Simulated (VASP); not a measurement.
Al17N15 (a cell with a defect): single point with PBE

Al17N15 (a cell with a defect):

```
Al N
1.0
    -4.40317    4.40317   -4.40317
     4.40317   -4.40317   -4.40317
    -4.40317   -4.40317    4.40317
Al N
17 15
Cartesian
  -2.0130 -0.1937 -2.3871
  -2.2606 -2.1610 -0.0540
  -2.1582 -4.3476 2.2648
  -4.5915 2.3862 -2.3847
  -2.2615 2.1390 -4.3545
  -4.5942 -0.1930 0.1948
  -4.4485 -2.2648 2.2654
  2.1422 -4.3474 -2.2413
  -4.4481 -4.3476 -4.4580
  -2.1584 -2.2645 -4.4585
  -2.2619 -4.4508 -2.1373
  0.0591 -2.2646 -2.2416
  2.3924 -2.0152 -4.2086
  0.0594 -4.3470 0.0487
  -4.3434 -2.1604 -2.1369
  0.0586 -0.0473 -4.4577
  -3.3008 1.0959 -1.0937
  -3.3273 -1.2043 1.2055
  -3.3031 -3.3064 3.3066
  -1.2007 -1.0052 -5.5238
  -3.3274 3.3982 -3.3970
  -1.2022 -3.3299 -3.1979
  -1.0011 -5.4068 -1.0718
  1.1007 -3.3059 -1.0963
  3.4031 -3.2812 -3.1969
  -3.2785 -1.2040 -3.3980
  -3.3025 -3.3057 -1.0950
  -1.0011 -1.2043 -1.1212
  1.1249 -1.0049 -3.1989
  -1.1998 -3.2814 1.0066
  -5.6044 -1.2038 -1.0718
  -1.0022 1.0725 -3.3976
```

- Program: VASP 6.6.1
- Task: single point
- Functional: PBE
- Potentials or basis: VASP PAW PBE potentials, release 64 (Al, N)
- Cutoff: 520 eV
- k mesh: 2 × 2 × 2, shifted
- Occupations: gaussian, width 0.01 eV
- Spin: no spin polarisation
- Dipole correction: no
- Charge: -2
- Further INCAR settings: LREAL = Auto; ALGO = Normal; EDIFF = 1e-07; NBANDS = 85; NELECT = 128.0

The largest force is 0.026 eV/Å.

Forces in eV/Å, atoms in the order of the input:
```
Al   0.017 -0.009 -0.009
Al   0.005  0.002  0.004
Al  -0.003 -0.006 -0.001
Al  -0.012  0.018 -0.016
Al   0.007  0.007 -0.002
Al  -0.005 -0.014  0.011
Al   0.006  0.008 -0.003
Al   0.006 -0.008  0.001
Al   0.005 -0.007  0.010
Al  -0.002  0.005  0.010
Al   0.008  0.003 -0.006
Al  -0.007  0.003 -0.003
Al   0.011  0.013  0.012
Al  -0.008 -0.007 -0.003
Al  -0.006 -0.001 -0.002
Al  -0.005 -0.005  0.004
Al  -0.002 -0.002  0.001
N    0.000  0.003 -0.005
N    0.000  0.002  0.001
N    0.005 -0.001  0.002
N    0.002 -0.004  0.003
N    0.010  0.000 -0.007
N   -0.009 -0.011 -0.004
N    0.000  0.001 -0.003
N   -0.011 -0.006 -0.010
N   -0.005  0.003  0.005
N    0.000  0.001 -0.005
N   -0.007  0.001  0.009
N   -0.002  0.000  0.000
N    0.001 -0.004  0.003
N    0.005  0.007 -0.003
N   -0.005  0.009  0.004
```

Levels at points of the mesh, in eV from the Fermi level:
```csv
k point,band 61,band 62,band 63,band 64,band 65,band 66,band 67,band 68
"(0.25, 0.25, 0.25)",-3.13,-0.06,-0.06,-0.05,2.06,2.06,2.06,2.44
```

Run time: 6.8 min on 1 thread of Intel Xeon 6975P-C, on a shared host, peak memory 0.49 GiB.

Caveat: the cell carries a net charge on a neutralising background, which shifts energy and pressure; the cell is charged against a uniform background, so pressure and absolute levels hang on convention.
